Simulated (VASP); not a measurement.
## MnSb: relaxation of cell and atoms with PBEsol

MnSb:

```xyz
4
Lattice="4.1500 0.0000 0.0000 -2.0750 3.5940 0.0000 0.0000 0.0000 5.7800" Properties=species:S:1:pos:R:3 pbc="T T T"
Sb    2.0750    1.1980    4.3350
Sb    0.0000    2.3960    1.4450
Mn    0.0000    0.0000    2.8900
Mn    0.0000    0.0000    0.0000
```

| Property | Result |
| --- | --- |
| Program | VASP 6.6.1 |
| Task | relaxation of cell and atoms |
| Functional | PBEsol |
| Potentials or basis | VASP PAW PBE potentials, release 64 (Sb, Mn_pv) |
| Cutoff | 600 eV |
| k mesh | 7 × 7 × 5 |
| Occupations | fermi-dirac, width 0.05 eV |
| Spin | collinear spin, ferromagnetic start |
| Starting moments | [0.0, 0.0, 4.0, 4.0] μB |
| Dipole correction | no |
| Further INCAR settings | ALGO = Normal; EDIFF = 1e-06; IBRION = 2; EDIFFG = -0.01; NSW = 60; ISIF = 3 |

The relaxed volume is 18.78 Å³/atom, the relaxed cell is a = 3.995 Å, b = 3.995 Å, c = 5.434 Å, α = 90.00°, β = 90.00°, γ = 120.00° and the space group after relaxing (to 0.05 Å) is P6_3/mmc (No. 194). The energy gained by relaxing is 69.9 meV/atom. The ionic steps are 8, the pressure after relaxing is -0.1 GPa and the net moment is 5.67 μB per cell. The site moments are Sb -0.11; Mn +2.86 μB and the valence electrons inside the program's atomic spheres are Sb 2.50; Mn 11.71.

Step by step:
```csv
step,energy change (eV),largest force (eV/Å),pressure (GPa),volume (Å³)
1,0.0000,0.0000,-7.11,86.21
2,-0.2769,0.0000,0.29,74.82
3,-0.2771,0.0000,0.04,75.09
4,-0.2787,0.0000,-0.05,75.10
5,-0.2797,0.0000,-0.13,75.11
6,-0.2797,0.0000,-0.09,75.11
7,-0.2797,0.0000,-0.09,75.11
8,-0.2797,0.0000,-0.06,75.11
```

Final structure:
```xyz
4
Lattice="3.9951 0.0000 0.0000 -1.9976 3.4599 0.0000 0.0000 0.0000 5.4338" Properties=species:S:1:pos:R:3 pbc="T T T"
Sb    1.9976    1.1533    4.0753
Sb    0.0000    2.3066    1.3585
Mn    0.0000    0.0000    2.7169
Mn    0.0000    0.0000    0.0000
```

Levels at points of the mesh, in eV from the Fermi level:
Spin up:
```tsv
k point	band 19	band 20	band 21	band 22	band 23	band 24
(0.00, 0.00, 0.00)	0.26	0.60	0.60	2.85	2.85	3.10
```
Spin down:
```csv
k point,band 13,band 14,band 15,band 16,band 17,band 18
"(0.00, 0.00, 0.00)",-0.51,-0.51,0.00,0.00,0.76,0.76
```

Wall time 18 min on 1 thread of Oxide Virtual Turin-like Processor (shared host), peak memory 0.31 GiB.

Caveat: the PAW data sets were made with another functional, which shifts forces and pressure a little; spin-orbit coupling is left out, which moves the levels of the heavy elements; the volume moved by -13 % from the deposited cell, more than functionals usually miss; only a ferromagnetic start was run, and an antiferromagnetic order may lie lower in energy.
